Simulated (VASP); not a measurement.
# MoS2 (R3m) in VASP: a series of runs

The runs below take MoS2 through single point, with PBE.

All numbers are computed with VASP 6.6.1; they aren't measurements. Logs are shortened: lines on timing, memory, paths and dates and some standing lists are left out, and cuts for length are marked.

**1. The cell of the first run**

Symmetry: R3m, No. 160, trigonal system. Conventional cell: a = 3.160 Å, b = 3.160 Å, c = 18.450 Å, α = 90.00°, β = 90.00°, γ = 120.00°. Mo (site symmetry 3m) has 6 S at 2.39 Å and 6 Mo at 3.16 Å within 3.2 Å. S (site symmetry 3m) has 3 Mo at 2.39 Å and 7 S at 3.08 to 3.16 Å within 3.2 Å. S (site symmetry 3m) has 3 Mo at 2.39 Å and 7 S at 3.08 to 3.16 Å within 3.2 Å.

**2. Single point, PBE**

Input file INCAR:

```
SYSTEM = MoS2
PREC = Accurate ; ENCUT = 520
EDIFF = 1E-7 ; ISMEAR = -1
SIGMA = 0.1 ; LREAL = .FALSE.
LASPH = .TRUE. ; NELM = 60
ALGO = Normal ; ISIF = 2
LWAVE = .FALSE. ; LCHARG = .FALSE.
GGA = PE ; NBANDS = 20
```

Input file KPOINTS:

```
regular mesh
0
G
  8 8 8
  0 0 0
```

Input file POSCAR:

```
MoS2
1.0
    1.5800000000      0.9122134300      6.1500000000
   -1.5800000000      0.9122134300      6.1500000000
    0.0000000000     -1.8244268500      6.1500000000
Mo S
1 2
Direct
    0.0000000000      0.0000000000      0.0000000000
    0.2499999995      0.2499999995      0.2500000009
    0.4169999992      0.4169999992      0.4170000015
```

Potentials or basis: VASP PAW PBE potentials, release 64 (Mo_sv, S).

Launch:

```console
$ cat potpaw_PBE.64/Mo_sv/POTCAR potpaw_PBE.64/S/POTCAR > POTCAR
$ mpirun -np 1 vasp_std > vasp.out
```

OUTCAR:

```text
SYSTEM = MoS2
   PREC = Accurate
   ENCUT = 520
   EDIFF = 1E-7
   ISMEAR = -1
   LREAL = .FALSE.
   LASPH = .TRUE.
   NELM = 60
   ISIF = 2
   GGA = PE

 ion  position               nearest neighbor table
   1  0.000  0.000  0.000-   2 2.39   2 2.39   2 2.39   3 2.39   3 2.39   3 2.39
   2  0.250  0.250  0.250-   1 2.39   1 2.39   1 2.39
   3  0.417  0.417  0.417-   1 2.39   1 2.39   1 2.39

  LATTYP: Found a trigonal (rhomboedric) cell.
 ALAT       =     6.4149071187
 COS(alpha) =     0.8786713332

  Lattice vectors:

 A1 = (   1.5800000000,   0.9122134300,   6.1500000000)
 A2 = (  -1.5800000000,   0.9122134300,   6.1500000000)
 A3 = (   0.0000000000,  -1.8244268500,   6.1500000000)

Analysis of symmetry for initial positions (statically):
=====================================================================
 Subroutine PRICEL returns:
 Original cell was already a primitive cell.

 Routine SETGRP: Setting up the symmetry group for a
 trigonal (rhombohedral) supercell.

 Subroutine GETGRP returns: Found  6 space group operations
 (whereof  6 operations were pure point group operations)
 out of a pool of 12 trial point group operations.

The static configuration has the point symmetry C_3v.

Analysis of symmetry for dynamics (positions and initial velocities):
=====================================================================
 Subroutine PRICEL returns:
 Original cell was already a primitive cell.

 Routine SETGRP: Setting up the symmetry group for a
 trigonal (rhombohedral) supercell.

 Subroutine GETGRP returns: Found  6 space group operations
 (whereof  6 operations were pure point group operations)
 out of a pool of 12 trial point group operations.

The dynamic configuration has the point symmetry C_3v.

 Subroutine INISYM returns: Found  6 space group operations
 (whereof  6 operations are pure point group operations),
 and found     1 'primitive' translations

----------------------------------------------------------------------------------------

                                     Primitive cell

  volume of cell :      53.1839

  direct lattice vectors                    reciprocal lattice vectors
     1.580000000  0.912213430  6.150000000     0.316455696  0.182705781  0.054200542
    -1.580000000  0.912213430  6.150000000    -0.316455696  0.182705781  0.054200542
     0.000000000 -1.824426850  6.150000000     0.000000000 -0.365411562  0.054200542

  length of vectors
     6.414907119  6.414907119  6.414907118     0.369409405  0.369409405  0.369409405

  position of ions in fractional coordinates (direct lattice)
     0.000000000  0.000000000  0.000000000
     0.249999999  0.249999999  0.250000001
     0.416999999  0.416999999  0.417000001

  ion indices of the primitive-cell ions
   primitive index   ion index
                 1           1
                 2           2
                 3           3

----------------------------------------------------------------------------------------

 KPOINTS: regular mesh

Automatic generation of k-mesh.
 Grid dimensions read from file:
 generate k-points for:    8    8    8

 Generating k-lattice:

  Cartesian coordinates                     Fractional coordinates (reciprocal lattice)
     0.039556962  0.022838223  0.006775068     0.125000000 -0.000000000  0.000000000
    -0.039556962  0.022838223  0.006775068    -0.000000000  0.125000000  0.000000000
     0.000000000 -0.045676445  0.006775068     0.000000000  0.000000000  0.125000000

  Length of vectors
     0.046176176  0.046176176  0.046176176

  Shift w.r.t. Gamma in fractional coordinates (k-lattice)
     0.000000000  0.000000000  0.000000000

 Subroutine IBZKPT returns following result:
 ===========================================

 Found     65 irreducible k-points:

 Following reciprocal coordinates:
            Coordinates               Weight
  0.000000  0.000000  0.000000      1.000000
  0.125000  0.000000  0.000000      6.000000
  0.250000  0.000000  0.000000      6.000000
  0.375000  0.000000  0.000000      6.000000
  0.500000  0.000000  0.000000      3.000000
  0.125000  0.125000  0.000000      6.000000
[... 16 lines left out ...]
  0.250000  0.125000  0.125000      6.000000
  0.375000  0.125000  0.125000      6.000000
 [... further k-points ...]
   k-points           NKPTS =     65   k-points in BZ     NKDIM =     65   number of bands    NBANDS=     20
   number of dos      NEDOS =    301   number of ions     NIONS =      3
   total plane-waves  NPLWV = 110592
   dimension x,y,z NGX =    48 NGY =   48 NGZ =   48
   dimension x,y,z NGXF=    96 NGYF=   96 NGZF=   96
   ions per type =               1   2
   NGX,Y,Z   is equivalent  to a cutoff of  12.44, 12.44, 12.44 a.u.
   NGXF,Y,Z  is equivalent  to a cutoff of  24.88, 24.88, 24.88 a.u.
 SYSTEM =  MoS2
   PREC   = accura    normal or accurate (medium, high low for compatibility)
   ISTART =      0    job   : 0-new  1-cont  2-samecut
   ICHARG =      2    charge: 1-file 2-atom 10-const
   ISPIN  =      1    spin polarized calculation?
   LNONCOLLINEAR =      F non collinear calculations
   LSORBIT =      F    spin-orbit coupling
   LASPH  =      T    aspherical Exc in radial PAW
   ENCUT  =  520.0 eV  38.22 Ry    6.18 a.u.  11.93 11.93 11.93*2*pi/ulx,y,z
   NELM   =     60;   NELMIN=  2; NELMDL= -5     # of ELM steps
   EDIFF  = 0.1E-06   stopping-criterion for ELM
   LREAL  =      F    real-space projection
   EDIFFG = 0.1E-05   stopping-criterion for IOM
   NSW    =      0    number of steps for IOM
   IBRION =     -1    ionic relax: 0-MD 1-quasi-New 2-CG
   NFREE  =      0    steps in history (QN), initial steepest desc. (CG)
   ISIF   =      2    stress and relaxation
   ISYM   =      2    0-nonsym 1-usesym 2-fastsym
   POTIM  = 0.5000    time-step for ionic-motion
   TEBEG  =    0.0;   TEEND  =   0.0 temperature during run
   PSTRESS=    0.0 pullay stress
   NELECT =      26.0000    total number of electrons
   NUPDOWN=      -1.0000    fix difference up-down
   EMIN   =  10.00;   EMAX   =-10.00  energy-range for DOS
   EFERMI =   0.00;   METHOD = LEGACY
   ISMEAR =    -1;   SIGMA  =   0.10  broadening in eV -4-tet -1-fermi 0-gaus
   EFERMI_NEDOS =   21; number of points for ismear=-14 and -15
   IALGO  =     38    algorithm
   IMIX   =      4    mixing-type and parameters
     AMIX     =   0.40;   BMIX     =  1.00
     AMIX_MAG =   1.60;   BMIX_MAG =  1.00
  volume/ion in A,a.u.               =      17.73       119.63
  Fermi-wavevector in a.u.,A,eV,Ry     =   1.289652  2.437089 22.629252  1.663203
  Thomas-Fermi vector in A             =   2.421532
   LORBIT       =      0    0 simple, 1 ext, 2 COOP (PROOUT), +10 PAW based schemes
   GGA     = PE    functional components
   LHFCALC =     F    Hartree Fock is set to
   AEXX    =    0.0000 exact exchange contribution
   IVDW    =     0    specifies the selected vdW correction
   LEPSILON=     F    determine dielectric tensor
   LRPA    =     F    only Hartree local field effects (RPA)
 non-spin polarized calculation
  energy-cutoff  :      520.00
  volume of cell :       53.18
 maximum number of plane-waves:      1447
   NGX = 23   NGY = 23   NGZ = 23

 number of electron      25.9999998 magnetization

 Free energy of the ion-electron system (eV)
  ---------------------------------------------------
  ext. energy  EPLUGINS =         0.00000000
  ---------------------------------------------------
  free energy    TOTEN  =       -21.78948353 eV

  energy without entropy =      -21.78914218  energy(sigma->0) =      -21.78931286

 E-fermi :   8.0180     XC(G=0): -10.8259

 val. band max:        7.6561431723   @ k =   0.5000   0.5000   0.5000
 cond. band min:       8.6966930809   @ k =  -0.2500   0.1250  -0.0000
 fundamental gap:      1.0405499086
 Fermi energy:         8.0180440148

 k-point     1 :       0.0000    0.0000    0.0000
  band No.  band energies     occupation
      1     -53.9098      2.00000
      2     -28.0756      2.00000
      3     -27.8481      2.00000
      4     -27.8481      2.00000
      5      -7.4610      2.00000
      6      -5.7412      2.00000
[... 12 lines left out ...]
     19      15.7988      0.00000
     20      16.1589      0.00000

 k-point     2 :       0.1250    0.0000    0.0000
  band No.  band energies     occupation
      1     -53.9037      2.00000
      2     -28.0635      2.00000
      3     -27.9091      2.00000
      4     -27.8619      2.00000
      5      -7.2204      2.00000
      6      -5.6689      2.00000
[... 12 lines left out ...]
     19      16.2191      0.00000
     20      16.6852      0.00000

 k-point     3 :       0.2500    0.0000    0.0000
  band No.  band energies     occupation
      1     -53.8889      2.00000
      2     -28.0542      2.00000
      3     -28.0343      2.00000
      4     -27.8951      2.00000
      5      -6.5822      2.00000
      6      -5.4777      2.00000
[... 12 lines left out ...]
     19      15.9192      0.00000
     20      16.6055      0.00000

 k-point     4 :       0.3750    0.0000    0.0000
  band No.  band energies     occupation
      1     -53.8741      2.00000
      2     -28.1960      2.00000
      3     -28.0048      2.00000
      4     -27.9281      2.00000
      5      -5.8197      2.00000
      6      -5.2586      2.00000
[... 12 lines left out ...]
     19      14.7643      0.00000
     20      15.2628      0.00000

 k-point     5 :       0.5000    0.0000    0.0000
  band No.  band energies     occupation
      1     -53.8680      2.00000
      2     -28.2538      2.00000
      3     -27.9926      2.00000
      4     -27.9417      2.00000
      5      -5.4397      2.00000
      6      -5.1621      2.00000
[... 12 lines left out ...]
     19      14.4825      0.00000
     20      15.1086      0.00000

 k-point     6 :       0.1250    0.1250    0.0000
  band No.  band energies     occupation
      1     -53.9037      2.00000
      2     -28.0635      2.00000
      3     -27.9091      2.00000
      4     -27.8619      2.00000
      5      -7.2107      2.00000
      6      -5.6865      2.00000
[... 12 lines left out ...]
     19      16.2679      0.00000
     20      16.7047      0.00000

 k-point     7 :       0.2500    0.1250    0.0000
  band No.  band energies     occupation
      1     -53.8933      2.00000
      2     -28.0429      2.00000
      3     -28.0054      2.00000
      4     -27.8922      2.00000
      5      -6.7616      2.00000
      6      -5.5641      2.00000
[... 12 lines left out ...]
     19      16.3880      0.00000
     20      16.6938      0.00000
[... 277 lines left out ...]
 k-point    20 :      -0.3750    0.3750    0.0000
  band No.  band energies     occupation
      1     -53.8637      2.00000
      2     -28.1844      2.00000
      3     -28.0655      2.00000
      4     -27.9840      2.00000
      5      -5.1434      2.00000
      6      -5.1015      2.00000
[... 12 lines left out ...]
     19      14.9872      0.00000
     20      16.3453      0.00000

 k-point    21 :       0.5000    0.5000    0.0000
  band No.  band energies     occupation
      1     -53.8680      2.00000
      2     -28.2538      2.00000
      3     -27.9926      2.00000
      4     -27.9417      2.00000
      5      -5.3491      2.00000
      6      -5.2665      2.00000
[... 12 lines left out ...]
     19      14.8855      0.00000
     20      15.6382      0.00000

 k-point    22 :       0.1250    0.1250    0.1250
  band No.  band energies     occupation
      1     -53.9098      2.00000
      2     -28.0756      2.00000
      3     -27.8481      2.00000
      4     -27.8481      2.00000
      5      -7.4317      2.00000
      6      -5.7970      2.00000
[... 12 lines left out ...]
     19      15.8642      0.00000
     20      16.3130      0.00000

 k-point    23 :       0.2500    0.1250    0.1250
  band No.  band energies     occupation
      1     -53.9037      2.00000
      2     -28.0636      2.00000
      3     -27.9091      2.00000
      4     -27.8619      2.00000
      5      -7.1741      2.00000
      6      -5.7508      2.00000
[... 12 lines left out ...]
     19      16.3793      0.00000
     20      16.7602      0.00000

 k-point    24 :       0.3750    0.1250    0.1250
  band No.  band energies     occupation
      1     -53.8889      2.00000
      2     -28.0542      2.00000
      3     -28.0343      2.00000
      4     -27.8951      2.00000
      5      -6.5277      2.00000
      6      -5.5582      2.00000
[... 12 lines left out ...]
     19      16.1498      0.00000
     20      16.3399      0.00000

 [... further k-points ...]

------------------------ aborting loop because EDIFF is reached ----------------------------------------

  FORCE on cell =-STRESS in cart. coord.  units (eV):
  Direction    XX          YY          ZZ          XY          YZ          ZX
  --------------------------------------------------------------------------------------
  -------------------------------------------------------------------------------------
  Total        1.4717491      1.4717491      2.2468116      0.0000000      0.0000000      0.0000000
  in kB       44.3368091     44.3368092     67.6857614      0.0000000      0.0000000      0.0000000
  external PRESSURE =      52.1197932 kB  Pullay stress =       0.0000000 kB

 VOLUME and BASIS-vectors are now :
 -----------------------------------------------------------------------------
  energy-cutoff  :      520.00
  volume of cell :       53.18
      direct lattice vectors                 reciprocal lattice vectors
     1.580000000  0.912213430  6.150000000     0.316455696  0.182705781  0.054200542
    -1.580000000  0.912213430  6.150000000    -0.316455696  0.182705781  0.054200542
     0.000000000 -1.824426850  6.150000000     0.000000000 -0.365411562  0.054200542

 POSITION                                       TOTAL-FORCE (eV/Angst)
 -----------------------------------------------------------------------------------
      0.00000      0.00000      0.00000         0.000000      0.000000      0.086655
      0.00000     -0.00000      4.61250         0.000000     -0.000000     -0.506664
      0.00000     -0.00000      7.69365         0.000000      0.000000      0.420008
 -----------------------------------------------------------------------------------
    total drift:                               -0.000000      0.000003      0.000051

  FREE ENERGIE OF THE ION-ELECTRON SYSTEM (eV)
  ---------------------------------------------------
  free  energy   TOTEN  =       -21.7894835265 eV

  energy  without entropy=      -21.7891421849  energy(sigma->0) =      -21.78931286
```

It took 3.8 min on 1 thread of Intel Xeon 8259CL, shared host; peak memory 0.34 GiB.

Results:

- Free energy: -21.7895 eV
- Pressure: 5.2 GPa
- Largest force: 0.507 eV/Å
- Band gap on the k mesh: 1.04 eV (least direct gap 2.03 eV)

Forces on the atoms (eV/Å):
```
Mo   0.000  0.000  0.087
S    0.000  0.000 -0.507
S    0.000  0.000  0.420
```

Caveat: the cell stands under pressure. A k mesh can miss the band edges.

(Continued in part 2 of 2.)
